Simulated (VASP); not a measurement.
# WS2 in VASP: a series of runs

WS2 is run at these levels: PBE+D3(BJ); tasks: single point.

Program: VASP 6.6.1. These are calculated values, not measurements. Logs are shortened: lines on timing, memory, paths and dates and some standing lists are left out, and cuts for length are marked.

## Step 1: The cell of the first run

The cell holds a slab with vacuum, 3 atoms: a = 3.081 Å, b = 3.081 Å, c = 16.516 Å, α = 90.00°, β = 90.00°, γ = 120.00°.

## Step 2: Single point, PBE+D3(BJ)

File INCAR:

```
PREC = Accurate ; ENCUT = 520
EDIFF = 1E-7 ; ISMEAR = 0
SIGMA = 0.05 ; LREAL = F
LASPH = T ; NELM = 60
ALGO = Normal ; ISIF = 2
LWAVE = F ; LCHARG = F
GGA = PE ; IVDW = 12
NBANDS = 20
```

File KPOINTS:

```
Automatic mesh
0
Gamma
  12 12 2
```

File POSCAR:

```
WS2
1.0
    3.0808899117      0.0000000000      0.0000000000
   -1.5404449558      2.6681289298      0.0000000000
    0.0000000000      0.0000000000     16.5163529757
W S
1 2
Direct
    0.3333333333      0.6666666667      0.0000000000
    0.6666666667      0.3333333333      0.9052529824
    0.6666666667      0.3333333333      0.0947470176
```

Potentials or basis: VASP PAW PBE potentials, release 64 (W_sv, S).

The run is started by

```sh
$ cat potpaw_PBE.64/W_sv/POTCAR potpaw_PBE.64/S/POTCAR > POTCAR
$ mpirun -np 1 vasp_std > vasp.out
```

OUTCAR:

```text
PREC = Accurate
   ENCUT = 520
   EDIFF = 1E-7
   ISMEAR = 0
   LREAL = F
   LASPH = T
   NELM = 60
   ISIF = 2
   GGA = PE
   IVDW = 12
 IVDW          = 12

 ion  position               nearest neighbor table
   1  0.333  0.667  0.000-   2 2.37   3 2.37   2 2.37   3 2.37   2 2.37   3 2.37
   2  0.667  0.333  0.905-   1 2.37   1 2.37   1 2.37
   3  0.667  0.333  0.095-   1 2.37   1 2.37   1 2.37

  LATTYP: Found a hexagonal cell.
 ALAT       =     3.0808899117
 C/A-ratio  =     5.3609033263

  Lattice vectors:

 A1 = (   3.0808899117,   0.0000000000,   0.0000000000)
 A2 = (  -1.5404449558,   2.6681289298,   0.0000000000)
 A3 = (   0.0000000000,   0.0000000000,  16.5163529757)

Analysis of symmetry for initial positions (statically):
=====================================================================
 Subroutine PRICEL returns:
 Original cell was already a primitive cell.

 Routine SETGRP: Setting up the symmetry group for a
 hexagonal supercell.

 Subroutine GETGRP returns: Found 12 space group operations
 (whereof 12 operations were pure point group operations)
 out of a pool of 24 trial point group operations.

The static configuration has the point symmetry D_3h.

Analysis of symmetry for dynamics (positions and initial velocities):
=====================================================================
 Subroutine PRICEL returns:
 Original cell was already a primitive cell.

 Routine SETGRP: Setting up the symmetry group for a
 hexagonal supercell.

 Subroutine GETGRP returns: Found 12 space group operations
 (whereof 12 operations were pure point group operations)
 out of a pool of 24 trial point group operations.

The dynamic configuration has the point symmetry D_3h.

 Subroutine INISYM returns: Found 12 space group operations
 (whereof 12 operations are pure point group operations),
 and found     1 'primitive' translations

----------------------------------------------------------------------------------------

                                     Primitive cell

  volume of cell :     135.7679

  direct lattice vectors                    reciprocal lattice vectors
     3.080889912  0.000000000  0.000000000     0.324581543  0.187397241  0.000000000
    -1.540444956  2.668128930  0.000000000     0.000000000  0.374794482  0.000000000
     0.000000000  0.000000000 16.516352976     0.000000000  0.000000000  0.060546054

  length of vectors
     3.080889912  3.080889912 16.516352976     0.374794482  0.374794482  0.060546054

  position of ions in fractional coordinates (direct lattice)
     0.333333333  0.666666667  0.000000000
     0.666666667  0.333333333  0.905252982
     0.666666667  0.333333333  0.094747018

  ion indices of the primitive-cell ions
   primitive index   ion index
                 1           1
                 2           2
                 3           3

----------------------------------------------------------------------------------------

 KPOINTS: Automatic mesh

Automatic generation of k-mesh.
 Grid dimensions read from file:
 generate k-points for:   12   12    2

 Generating k-lattice:

  Cartesian coordinates                     Fractional coordinates (reciprocal lattice)
     0.027048462  0.015616437  0.000000000     0.083333333  0.000000000  0.000000000
     0.000000000  0.031232873  0.000000000     0.000000000  0.083333333  0.000000000
     0.000000000  0.000000000  0.030273027     0.000000000  0.000000000  0.500000000

  Length of vectors
     0.031232873  0.031232873  0.030273027

  Shift w.r.t. Gamma in fractional coordinates (k-lattice)
     0.000000000  0.000000000  0.000000000

 Subroutine IBZKPT returns following result:
 ===========================================

 Found     38 irreducible k-points:

 Following reciprocal coordinates:
            Coordinates               Weight
  0.000000  0.000000  0.000000      1.000000
  0.083333 -0.000000  0.000000      6.000000
  0.166667 -0.000000  0.000000      6.000000
  0.250000 -0.000000  0.000000      6.000000
  0.333333 -0.000000  0.000000      6.000000
  0.416667 -0.000000  0.000000      6.000000
[... 16 lines left out ...]
  0.250000 -0.000000  0.500000      6.000000
  0.333333 -0.000000  0.500000      6.000000
 [... further k-points ...]
   k-points           NKPTS =     38   k-points in BZ     NKDIM =     38   number of bands    NBANDS=     20
   number of dos      NEDOS =    301   number of ions     NIONS =      3
   total plane-waves  NPLWV =  72576
   dimension x,y,z NGX =    24 NGY =   24 NGZ =  126
   dimension x,y,z NGXF=    48 NGYF=   48 NGZF=  252
   ions per type =               1   2
   NGX,Y,Z   is equivalent  to a cutoff of  12.95, 12.95, 12.68 a.u.
   NGXF,Y,Z  is equivalent  to a cutoff of  25.90, 25.90, 25.37 a.u.
 SYSTEM =  unknown system
   PREC   = accura    normal or accurate (medium, high low for compatibility)
   ISTART =      0    job   : 0-new  1-cont  2-samecut
   ICHARG =      2    charge: 1-file 2-atom 10-const
   ISPIN  =      1    spin polarized calculation?
   LNONCOLLINEAR =      F non collinear calculations
   LSORBIT =      F    spin-orbit coupling
   LASPH  =      T    aspherical Exc in radial PAW
   ENCUT  =  520.0 eV  38.22 Ry    6.18 a.u.   5.73  5.73 30.71*2*pi/ulx,y,z
   NELM   =     60;   NELMIN=  2; NELMDL= -5     # of ELM steps
   EDIFF  = 0.1E-06   stopping-criterion for ELM
   LREAL  =      F    real-space projection
   EDIFFG = 0.1E-05   stopping-criterion for IOM
   NSW    =      0    number of steps for IOM
   IBRION =     -1    ionic relax: 0-MD 1-quasi-New 2-CG
   NFREE  =      0    steps in history (QN), initial steepest desc. (CG)
   ISIF   =      2    stress and relaxation
   ISYM   =      2    0-nonsym 1-usesym 2-fastsym
   POTIM  = 0.5000    time-step for ionic-motion
   TEBEG  =    0.0;   TEEND  =   0.0 temperature during run
   PSTRESS=    0.0 pullay stress
   NELECT =      26.0000    total number of electrons
   NUPDOWN=      -1.0000    fix difference up-down
   EMIN   =  10.00;   EMAX   =-10.00  energy-range for DOS
   EFERMI =   0.00;   METHOD = LEGACY
   ISMEAR =     0;   SIGMA  =   0.05  broadening in eV -4-tet -1-fermi 0-gaus
   EFERMI_NEDOS =   21; number of points for ismear=-14 and -15
   IALGO  =     38    algorithm
   IMIX   =      4    mixing-type and parameters
     AMIX     =   0.40;   BMIX     =  1.00
     AMIX_MAG =   1.60;   BMIX_MAG =  1.00
  volume/ion in A,a.u.               =      45.26       305.40
  Fermi-wavevector in a.u.,A,eV,Ry     =   0.943627  1.783196 12.115055  0.890431
  Thomas-Fermi vector in A             =   2.071352
   LORBIT       =      0    0 simple, 1 ext, 2 COOP (PROOUT), +10 PAW based schemes
   GGA     = PE    functional components
   LHFCALC =     F    Hartree Fock is set to
   AEXX    =    0.0000 exact exchange contribution
   IVDW    =    12    specifies the selected vdW correction
   LEPSILON=     F    determine dielectric tensor
   LRPA    =     F    only Hartree local field effects (RPA)
 non-spin polarized calculation
 Gauss-broadening in eV      SIGMA  =   0.05
  energy-cutoff  :      520.00
  volume of cell :      135.77
 maximum number of plane-waves:      3676
 NGX is ok and might be reduce to    24
   NGX = 11   NGY = 11   NGZ = 61

 number of electron      26.0000003 magnetization

 Free energy of the ion-electron system (eV)
  ---------------------------------------------------
  ext. energy  EPLUGINS =         0.00000000
  ---------------------------------------------------
  free energy    TOTEN  =       -23.51460939 eV

  energy without entropy =      -23.51460939  energy(sigma->0) =      -23.51460939

 E-fermi :  -0.5057     XC(G=0):  -4.7932

 val. band max:       -0.7411593056   @ k =   0.3333   0.3333   0.0000
 cond. band min:       1.2670067731   @ k =   0.1667   0.1667   0.0000
 fundamental gap:      2.0081660787
 Fermi energy:        -0.5056919810

 k-point     1 :       0.0000    0.0000    0.0000
  band No.  band energies     occupation
      1     -74.5889      2.00000
      2     -38.9265      2.00000
      3     -38.6613      2.00000
      4     -38.6613      2.00000
      5     -15.9480      2.00000
      6     -14.1932      2.00000
[... 12 lines left out ...]
     19       4.6190      0.00000
     20       5.1791      0.00000

 k-point     2 :       0.0833   -0.0000    0.0000
  band No.  band energies     occupation
      1     -74.5870      2.00000
      2     -38.9205      2.00000
      3     -38.6940      2.00000
      4     -38.6687      2.00000
      5     -15.8168      2.00000
      6     -14.1451      2.00000
[... 12 lines left out ...]
     19       4.7680      0.00000
     20       5.6658      0.00000

 k-point     3 :       0.1667   -0.0000    0.0000
  band No.  band energies     occupation
      1     -74.5821      2.00000
      2     -38.9040      2.00000
      3     -38.7824      2.00000
      4     -38.6891      2.00000
      5     -15.4429      2.00000
      6     -14.0081      2.00000
[... 12 lines left out ...]
     19       5.1969      0.00000
     20       6.3335      0.00000

 k-point     4 :       0.2500   -0.0000    0.0000
  band No.  band energies     occupation
      1     -74.5754      2.00000
      2     -38.9012      2.00000
      3     -38.8814      2.00000
      4     -38.7168      2.00000
      5     -14.8844      2.00000
      6     -13.8059      2.00000
[... 12 lines left out ...]
     19       5.8372      0.00000
     20       6.7987      0.00000

 k-point     5 :       0.3333   -0.0000    0.0000
  band No.  band energies     occupation
      1     -74.5686      2.00000
      2     -39.0178      2.00000
      3     -38.8587      2.00000
      4     -38.7444      2.00000
      5     -14.2448      2.00000
      6     -13.5818      2.00000
[... 12 lines left out ...]
     19       6.4594      0.00000
     20       6.7430      0.00000
[... 353 lines left out ...]
      6     -14.1451      2.00000
[... 12 lines left out ...]
     19       4.7005      0.00000
     20       5.8225      0.00000

 k-point    22 :       0.1667   -0.0000    0.5000
  band No.  band energies     occupation
      1     -74.5821      2.00000
      2     -38.9040      2.00000
      3     -38.7824      2.00000
      4     -38.6891      2.00000
      5     -15.4429      2.00000
      6     -14.0081      2.00000
[... 12 lines left out ...]
     19       5.1571      0.00000
     20       6.4907      0.00000

 k-point    23 :       0.2500   -0.0000    0.5000
  band No.  band energies     occupation
      1     -74.5754      2.00000
      2     -38.9012      2.00000
      3     -38.8814      2.00000
      4     -38.7168      2.00000
      5     -14.8844      2.00000
      6     -13.8059      2.00000
[... 12 lines left out ...]
     19       5.7336      0.00000
     20       7.0685      0.00000

 k-point    24 :       0.3333   -0.0000    0.5000
  band No.  band energies     occupation
      1     -74.5686      2.00000
      2     -39.0178      2.00000
      3     -38.8587      2.00000
      4     -38.7444      2.00000
      5     -14.2448      2.00000
      6     -13.5818      2.00000
[... 12 lines left out ...]
     19       6.3850      0.00000
     20       6.8462      0.00000

 [... further k-points ...]

------------------------ aborting loop because EDIFF is reached ----------------------------------------

 Edisp (eV)   -0.98585

 E8    (eV) :    -0.4425

  FORCE on cell =-STRESS in cart. coord.  units (eV):
  Direction    XX          YY          ZZ          XY          YZ          ZX
  --------------------------------------------------------------------------------------
  -------------------------------------------------------------------------------------
  Total       3.59221     3.59221     2.66016     0.00000     0.00000     0.00000
  in kB      42.39111    42.39111    31.39221     0.00000     0.00000     0.00000
  external pressure =       38.72 kB  Pullay stress =        0.00 kB

 VOLUME and BASIS-vectors are now :
 -----------------------------------------------------------------------------
  energy-cutoff  :      520.00
  volume of cell :      135.77
      direct lattice vectors                 reciprocal lattice vectors
     3.080889912  0.000000000  0.000000000     0.324581543  0.187397241  0.000000000
    -1.540444956  2.668128930  0.000000000     0.000000000  0.374794482  0.000000000
     0.000000000  0.000000000 16.516352976     0.000000000  0.000000000  0.060546054

 POSITION                                       TOTAL-FORCE (eV/Angst)
 -----------------------------------------------------------------------------------
     -0.00000      1.77875      0.00000        -0.000000      0.000000      0.000000
      1.54044      0.88938     14.95148         0.000000     -0.000000     -0.864109
      1.54044      0.88938      1.56488        -0.000000      0.000000      0.864109
 -----------------------------------------------------------------------------------
    total drift:                               -0.000000      0.000000     -0.000000

  FREE ENERGIE OF THE ION-ELECTRON SYSTEM (eV)
  ---------------------------------------------------
  free  energy   TOTEN  =       -24.5004612582 eV

  energy  without entropy=      -24.5004612582  energy(sigma->0) =      -24.50046126
```

Run time: 1.9 min. Hardware: 1 thread of Intel Xeon Platinum 8259CL at 2.50GHz (Skylake/Cascade Lake), shared host; peak memory 0.3 GiB.

Results:

* Free energy: -24.5005 eV
* Largest force: 0.864 eV/Å
* Band gap on the k mesh: 2.01 eV, indirect (least direct gap 2.20 eV)
* Dispersion energy per atom: -0.329 eV

Forces on the atoms (eV/Å):
```
W    0.000  0.000  0.000
S    0.000  0.000 -0.864
S    0.000  0.000  0.864
```

Caveat: spin-orbit coupling is left out, which moves the levels of the heavy elements.

## Step 3: Single point, PBE+D3(BJ)

This run uses another cell than the first one, of 47.62 Å³/atom, 1.052 times its volume.

File INCAR:

```
SYSTEM = WS2
  PREC = Accurate
  ENCUT = 520
  EDIFF = 1E-6
  ISMEAR = 0
  SIGMA = 0.05
  LREAL = .False.
  LASPH = .True.
  NELM = 100
  ALGO = Normal
  ISIF = 2
  LWAVE = .False.
  LCHARG = .False.
  GGA = PE
  IVDW = 12
  NBANDS = 20
```

File KPOINTS:

```
Automatic mesh
0
Gamma
  12 12 2
  0 0 0
```

File POSCAR:

```
WS2
1.0
    3.1336600261      0.0000000000      0.0000000000
   -1.5668300130      2.7138291894      0.0000000000
    0.0000000000      0.0000000000     16.7992484574
W S
1 2
Direct
    0.3333333333      0.6666666667      0.0000000000
    0.6666666667      0.3333333333      0.9103888015
    0.6666666667      0.3333333333      0.0896111985
```

Potentials or basis: VASP PAW PBE potentials, release 64 (W_sv, S).

The run is started by

```sh
$ cat potpaw_PBE.64/W_sv/POTCAR potpaw_PBE.64/S/POTCAR > POTCAR
$ mpirun -np 1 vasp_std > vasp.out
```

Wall time 1.7 min (1 thread of Intel Xeon Platinum 8259CL at 2.50GHz (Skylake/Cascade Lake), shared host); peak memory 0.31 GiB.

It converged, with:

* Free energy: -24.4543 eV
* Largest force: 1.780 eV/Å
* Band gap on the k mesh: 1.68 eV, indirect (least direct gap 1.82 eV)
* Dispersion energy per atom: -0.321 eV

Forces in eV/Å, atoms in the order of the input:
```
W    0.000  0.000  0.000
S    0.000  0.000 -1.780
S    0.000  0.000  1.780
```

Levels at points of the mesh, in eV from the valence-band top:
| k point | band 9 | band 10 | band 11 | band 12 | band 13 | band 14 | band 15 | band 16 | band 17 | band 18 |
| --- | --- | --- | --- | --- | --- | --- | --- | --- | --- | --- |
| (0.00, 0.00, 0.00) | -3.33 | -2.15 | -1.94 | -1.94 | 0.00 | 2.95 | 2.95 | 3.30 | 3.30 | 5.02 |
| (0.50, 0.00, 0.00) | -4.79 | -3.83 | -2.15 | -1.47 | -1.05 | 2.91 | 3.45 | 4.20 | 5.12 | 5.19 |
| (0.00, 0.00, 0.50) | -3.33 | -2.15 | -1.94 | -1.94 | 0.00 | 2.95 | 2.95 | 3.30 | 3.30 | 5.12 |
| (0.50, 0.00, 0.50) | -4.79 | -3.83 | -2.15 | -1.47 | -1.05 | 2.91 | 3.45 | 4.20 | 5.12 | 5.19 |

Caveat: spin-orbit coupling is left out, which moves the levels of the heavy elements.

## Step 4: Single point, PBE+D3(BJ)

This run uses another cell than the first one, of 48.83 Å³/atom, 1.079 times its volume.

File INCAR:

```
SYSTEM = WS2
ALGO = Normal
EDIFF = 1E-6
ENCUT = 520
GGA = PE
ISIF = 2
ISMEAR = 0
IVDW = 12
LASPH = .TRUE.
LCHARG = .FALSE.
LREAL = .FALSE.
LWAVE = .FALSE.
NBANDS = 20
NELM = 80
PREC = Accurate
SIGMA = 0.05
```

File KPOINTS:

```
k-points
0
G
  12 12 2
  0 0 0
```

File POSCAR:

```
WS2
1.0
    3.1598870889      0.0000000000      0.0000000000
   -1.5799435444      2.7365424921      0.0000000000
    0.0000000000      0.0000000000     16.9398492058
W S
1 2
Direct
    0.3333333333      0.6666666667      0.0000000000
    0.6666666667      0.3333333333      0.9103888015
    0.6666666667      0.3333333333      0.0896111985
```

The run is started by

```sh
$ cat potpaw_PBE.64/W_sv/POTCAR potpaw_PBE.64/S/POTCAR > POTCAR
$ mpirun -np 1 vasp_std > vasp.out
```

Wall time 1.7 min (1 thread of Intel Xeon Platinum 8259CL at 2.50GHz (Skylake/Cascade Lake), shared host); peak memory 0.31 GiB.

Results (log left out):

* Free energy: -24.5284 eV
* Largest force: 1.245 eV/Å
* Band gap on the k mesh: 1.63 eV, indirect (least direct gap 1.77 eV)
* Dispersion energy per atom: -0.315 eV

Forces on the atoms (eV/Å):
```
W    0.000  0.000  0.000
S    0.000  0.000 -1.245
S    0.000  0.000  1.245
```

Levels at points of the mesh, in eV from the valence-band top:
```
           k point  band 9  band 10  band 11  band 12  band 13  band 14  band 15  band 16  band 17  band 18
(0.00, 0.00, 0.00)   -3.26    -2.13    -1.92    -1.92     0.00     2.87     2.87     3.18     3.18     4.95
(0.50, 0.00, 0.00)   -4.70    -3.75    -2.15    -1.49    -1.04     2.80     3.32     4.12     4.95     5.11
(0.00, 0.00, 0.50)   -3.26    -2.13    -1.92    -1.92     0.00     2.87     2.87     3.18     3.18     5.02
(0.50, 0.00, 0.50)   -4.70    -3.75    -2.15    -1.49    -1.04     2.80     3.32     4.12     4.95     5.11
```

Caveat: spin-orbit coupling is left out, which moves the levels of the heavy elements.

## Step 5: Single point, PBE+D3(BJ)

This run uses another cell than the first one, of 52.58 Å³/atom, 1.162 times its volume.

File INCAR:

```
SYSTEM = WS2
ALGO = Normal
EDIFF = 1E-6
ENCUT = 520
GGA = PE
ISIF = 2
ISMEAR = 0
IVDW = 12
LASPH = .True.
LCHARG = .False.
LREAL = .False.
LWAVE = .False.
NBANDS = 20
NELM = 80
PREC = Accurate
SIGMA = 0.05
```

File KPOINTS:

```
k-points
0
Gamma
  12 12 2
  0 0 0
```

File POSCAR:

```
WS2
1.0
    3.2388842661      0.0000000000      0.0000000000
   -1.6194421330      2.8049560544      0.0000000000
    0.0000000000      0.0000000000     17.3633454359
W S
1 2
Direct
    0.3333333333      0.6666666667      0.0000000000
    0.6666666667      0.3333333333      0.9103888015
    0.6666666667      0.3333333333      0.0896111985
```

The run is started by

```sh
$ cat potpaw_PBE.64/W_sv/POTCAR potpaw_PBE.64/S/POTCAR > POTCAR
$ mpirun -np 1 vasp_std > vasp.out
```

Wall time 2.1 min (1 thread of Intel Xeon Platinum 8259CL at 2.50GHz (Skylake/Cascade Lake), shared host); peak memory 0.33 GiB.

Results (log left out):

```yaml
Free_energy: -24.5387 eV
Largest_force: 0.139 eV/Å
Band_gap_on_the_k_mesh: 1.47 eV, indirect (least direct gap 1.62 eV)
Dispersion_energy_per_atom: -0.296 eV
```

Forces in eV/Å, atoms in the order of the input:
```
W    0.000  0.000  0.000
S    0.000  0.000  0.139
S    0.000  0.000 -0.139
```

Levels at points of the mesh, in eV from the valence-band top:
| k point | band 9 | band 10 | band 11 | band 12 | band 13 | band 14 | band 15 | band 16 | band 17 | band 18 |
| --- | --- | --- | --- | --- | --- | --- | --- | --- | --- | --- |
| (0.00, 0.00, 0.00) | -3.05 | -2.05 | -1.86 | -1.86 | 0.00 | 2.62 | 2.62 | 2.82 | 2.82 | 4.66 |
| (0.50, 0.00, 0.00) | -4.45 | -3.54 | -2.12 | -1.53 | -1.00 | 2.49 | 2.95 | 3.87 | 4.48 | 4.89 |
| (0.00, 0.00, 0.50) | -3.05 | -2.05 | -1.86 | -1.86 | 0.00 | 2.62 | 2.62 | 2.82 | 2.82 | 4.68 |
| (0.50, 0.00, 0.50) | -4.45 | -3.54 | -2.12 | -1.53 | -1.00 | 2.49 | 2.95 | 3.87 | 4.48 | 4.89 |

Caveat: spin-orbit coupling is left out, which moves the levels of the heavy elements.

## Step 6: Overview

| cell | gap on the mesh (eV) | largest force (eV/Å) |
| --- | --- | --- |
| a = 3.081, b = 3.081, c = 16.516 Å, angles 90.0, 90.0, 120.0°, 3 atoms | 2.01 | 0.86 |
| a = 3.134, b = 3.134, c = 16.799 Å, angles 90.0, 90.0, 120.0°, 3 atoms | 1.68 | 1.78 |
| a = 3.160, b = 3.160, c = 16.940 Å, angles 90.0, 90.0, 120.0°, 3 atoms | 1.63 | 1.24 |
| a = 3.239, b = 3.239, c = 17.363 Å, angles 90.0, 90.0, 120.0°, 3 atoms | 1.47 | 0.14 |

Alike in all rows: task single point; level PBE+D3(BJ); potentials or basis VASP PAW PBE potentials, release 64 (W_sv, S); no spin polarisation; k mesh 12 × 12 × 2; cutoff (eV) 520; smearing gaussian 0.05 eV.

Caveats: spin-orbit coupling is left out, which moves the levels of the heavy elements.

Absolute energies hang on the potentials; compare differences alone.
